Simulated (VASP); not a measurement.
# Ga in VASP: single point with RPBE

Aim: the single point of Ga with RPBE.

Program: VASP 6.6.1. These are calculated values, not measurements. Logs are shortened: lines on timing, memory, paths and dates and some standing lists are left out, and cuts for length are marked.

## Step 1: The cell of the first run

The cell holds a atom, 1 atom: a = 14.000 Å, b = 14.400 Å, c = 14.800 Å, α = 90.00°, β = 90.00°, γ = 90.00°.

## Step 2: Single point, RPBE, collinear spin, ferromagnetic start

Input file INCAR:

```
SYSTEM = Ga
PREC = Accurate
ENCUT = 520
EDIFF = 1E-6
ISMEAR = -1
SIGMA = 0.01
LREAL = .False.
LASPH = .True.
NELM = 150
ALGO = Normal
ISIF = 2
LWAVE = .False.
LCHARG = .False.
ISPIN = 2
MAGMOM = 1
LORBIT = 11
GGA = RP
NBANDS = 16
ISYM = 0
```

Input file KPOINTS:

```
Automatic mesh
0
Gamma
  1 1 1
  0 0 0
```

Input file POSCAR:

```
Ga
1.0
   14.0000000000      0.0000000000      0.0000000000
    0.0000000000     14.4000000000      0.0000000000
    0.0000000000      0.0000000000     14.8000000000
Ga
1
Direct
    0.5000000000      0.5000000000      0.5000000000
```

Potentials or basis: VASP PAW PBE potentials, release 64 (Ga_d).

On the command line:

```bash
$ cat potpaw_PBE.64/Ga_d/POTCAR > POTCAR
$ mpirun -np 1 vasp_gam > vasp.out
```

OUTCAR:

```text
SYSTEM = Ga
   PREC = Accurate
   ENCUT = 520
   EDIFF = 1E-6
   ISMEAR = -1
   LREAL = .False.
   LASPH = .True.
   NELM = 150
   ISIF = 2
   ISPIN = 2
   LORBIT = 11
   GGA = RP
   ISYM = 0

 ion  position               nearest neighbor table
   1  0.500  0.500  0.500-

IMPORTANT INFORMATION: All symmetrisations will be switched off!
NOSYMM: (Re-)initialisation of all symmetry stuff for point group C_1.

----------------------------------------------------------------------------------------

                                     Primitive cell

  volume of cell :    2983.6800

  direct lattice vectors                    reciprocal lattice vectors
    14.000000000  0.000000000  0.000000000     0.071428571  0.000000000  0.000000000
     0.000000000 14.400000000  0.000000000     0.000000000  0.069444444  0.000000000
     0.000000000  0.000000000 14.800000000     0.000000000  0.000000000  0.067567568

  length of vectors
    14.000000000 14.400000000 14.800000000     0.071428571  0.069444444  0.067567568

  position of ions in fractional coordinates (direct lattice)
     0.500000000  0.500000000  0.500000000

  ion indices of the primitive-cell ions
   primitive index   ion index
                 1           1

----------------------------------------------------------------------------------------

 KPOINTS: Automatic mesh

Automatic generation of k-mesh.
 Grid dimensions read from file:
 generate k-points for:    1    1    1

 Generating k-lattice:

  Cartesian coordinates                     Fractional coordinates (reciprocal lattice)
     0.071428571  0.000000000  0.000000000     1.000000000  0.000000000  0.000000000
     0.000000000  0.069444444  0.000000000     0.000000000  1.000000000  0.000000000
     0.000000000  0.000000000  0.067567568     0.000000000  0.000000000  1.000000000

  Length of vectors
     0.071428571  0.069444444  0.067567568

  Shift w.r.t. Gamma in fractional coordinates (k-lattice)
     0.000000000  0.000000000  0.000000000

 Subroutine IBZKPT returns following result:
 ===========================================

 Found      1 irreducible k-points:

 Following reciprocal coordinates:
            Coordinates               Weight
  0.000000  0.000000  0.000000      1.000000
   k-points           NKPTS =      1   k-points in BZ     NKDIM =      1   number of bands    NBANDS=     16
   number of dos      NEDOS =    301   number of ions     NIONS =      1
   total plane-waves  NPLWV = ******
   dimension x,y,z NGX =   108 NGY =  108 NGZ =  112
   dimension x,y,z NGXF=   216 NGYF=  216 NGZF=  224
   ions per type =               1
   NGX,Y,Z   is equivalent  to a cutoff of  12.82, 12.47, 12.58 a.u.
   NGXF,Y,Z  is equivalent  to a cutoff of  25.65, 24.94, 25.16 a.u.
 SYSTEM =  Ga
   PREC   = accura    normal or accurate (medium, high low for compatibility)
   ISTART =      0    job   : 0-new  1-cont  2-samecut
   ICHARG =      2    charge: 1-file 2-atom 10-const
   ISPIN  =      2    spin polarized calculation?
   LNONCOLLINEAR =      F non collinear calculations
   LSORBIT =      F    spin-orbit coupling
   LASPH  =      T    aspherical Exc in radial PAW
   ENCUT  =  520.0 eV  38.22 Ry    6.18 a.u.  26.03 26.77 27.52*2*pi/ulx,y,z
   NELM   =    150;   NELMIN=  2; NELMDL= -5     # of ELM steps
   EDIFF  = 0.1E-05   stopping-criterion for ELM
   LREAL  =      F    real-space projection
   EDIFFG = 0.1E-04   stopping-criterion for IOM
   NSW    =      0    number of steps for IOM
   IBRION =     -1    ionic relax: 0-MD 1-quasi-New 2-CG
   NFREE  =      0    steps in history (QN), initial steepest desc. (CG)
   ISIF   =      2    stress and relaxation
   ISYM   =      0    0-nonsym 1-usesym 2-fastsym
   POTIM  = 0.5000    time-step for ionic-motion
   TEBEG  =    0.0;   TEEND  =   0.0 temperature during run
   PSTRESS=    0.0 pullay stress
   NELECT =      13.0000    total number of electrons
   NUPDOWN=      -1.0000    fix difference up-down
   EMIN   =  10.00;   EMAX   =-10.00  energy-range for DOS
   EFERMI =   0.00;   METHOD = LEGACY
   ISMEAR =    -1;   SIGMA  =   0.01  broadening in eV -4-tet -1-fermi 0-gaus
   EFERMI_NEDOS =   21; number of points for ismear=-14 and -15
   IALGO  =     38    algorithm
   IMIX   =      4    mixing-type and parameters
     AMIX     =   0.40;   BMIX     =  1.00
     AMIX_MAG =   1.60;   BMIX_MAG =  1.00
  volume/ion in A,a.u.               =    2983.68     20134.87
  Fermi-wavevector in a.u.,A,eV,Ry     =   0.267386  0.505286  0.972752  0.071495
  Thomas-Fermi vector in A             =   1.102613
   LORBIT       =     11    0 simple, 1 ext, 2 COOP (PROOUT), +10 PAW based schemes
   GGA     = RP    functional components
   LHFCALC =     F    Hartree Fock is set to
   AEXX    =    0.0000 exact exchange contribution
   IVDW    =     0    specifies the selected vdW correction
   LEPSILON=     F    determine dielectric tensor
   LRPA    =     F    only Hartree local field effects (RPA)
 spin polarized calculation
  energy-cutoff  :      520.00
  volume of cell :     2983.68
 maximum number of plane-waves:     40220
 NGX is ok and might be reduce to   108
   NGX = 53   NGY = 53   NGZ = 55

 number of electron      12.9999999 magnetization       1.0000000

 Free energy of the ion-electron system (eV)
  ---------------------------------------------------
  ext. energy  EPLUGINS =         0.00000000
  ---------------------------------------------------
  free energy    TOTEN  =        -0.21262307 eV

  energy without entropy =       -0.19352764  energy(sigma->0) =       -0.20307536

 E-fermi :  -2.7676     XC(G=0):  -0.3999

 val. band max:       -8.3261587651   @ k =   0.0000   0.0000   0.0000
 cond. band min:      -2.7606398119   @ k =   0.0000   0.0000   0.0000
 fundamental gap:      5.5655189532
 Fermi energy:        -2.7675652464

 spin component 1

 k-point     1 :       0.0000    0.0000    0.0000
  band No.  band energies     occupation
      1     -18.9886      1.00000
      2     -18.9886      1.00000
      3     -18.9886      1.00000
      4     -18.9885      1.00000
      5     -18.9885      1.00000
      6      -9.0812      1.00000
[... 8 lines left out ...]
     15       0.3771      0.00000
     16       0.3885      0.00000
 Fermi energy:        -2.7675652464

 spin component 2

 k-point     1 :       0.0000    0.0000    0.0000
  band No.  band energies     occupation
      1     -18.9336      1.00000
      2     -18.9336      1.00000
      3     -18.9336      1.00000
      4     -18.9335      1.00000
      5     -18.9335      1.00000
      6      -8.3262      1.00000
[... 8 lines left out ...]
     15       0.7855      0.00000
     16       0.8252      0.00000

------------------------ aborting loop because EDIFF is reached ----------------------------------------

  FORCE on cell =-STRESS in cart. coord.  units (eV):
  Direction    XX          YY          ZZ          XY          YZ          ZX
  --------------------------------------------------------------------------------------
  -------------------------------------------------------------------------------------
  Total       -0.0005827     -0.0012087     -0.0005076      0.0001120     -0.0000795      0.0000504
  in kB       -0.0003129     -0.0006490     -0.0002726      0.0000601     -0.0000427      0.0000271
  external PRESSURE =      -0.0004115 kB  Pullay stress =       0.0000000 kB

 VOLUME and BASIS-vectors are now :
 -----------------------------------------------------------------------------
  energy-cutoff  :      520.00
  volume of cell :     2983.68
      direct lattice vectors                 reciprocal lattice vectors
    14.000000000  0.000000000  0.000000000     0.071428571  0.000000000  0.000000000
     0.000000000 14.400000000  0.000000000     0.000000000  0.069444444  0.000000000
     0.000000000  0.000000000 14.800000000     0.000000000  0.000000000  0.067567568

 POSITION                                       TOTAL-FORCE (eV/Angst)
 -----------------------------------------------------------------------------------
      7.00000      7.20000      7.40000         0.000000      0.000000     -0.000000
 -----------------------------------------------------------------------------------
    total drift:                                0.000000      0.000000     -0.000000

  FREE ENERGIE OF THE ION-ELECTRON SYSTEM (eV)
  ---------------------------------------------------
  free  energy   TOTEN  =        -0.2126230671 eV

  energy  without entropy=       -0.1935276437  energy(sigma->0) =       -0.20307536

 total charge

# of ion       s       p       d       tot
------------------------------------------
    1        1.190   0.288   9.913  11.391

 magnetization (x)

# of ion       s       p       d       tot
------------------------------------------
    1       -0.008   0.288  -0.003   0.277
```

It took 7.4 min on 1 thread of Intel Xeon Platinum 8488C (Sapphire Rapids), shared host; peak memory 2.7 GiB.

What came out:

```
Free energy                                           : -0.2126 eV
Pressure                                              : 0.0 GPa
Band gap on the k mesh                                : zero (filled and empty bands touch)
Net moment                                            : 1.00 μB per cell
Site moments                                          : Ga +0.28 μB
Valence electrons inside the program's atomic spheres : Ga 11.39
```

Caveat: the PAW data sets were made with another functional, which shifts forces and pressure a little.
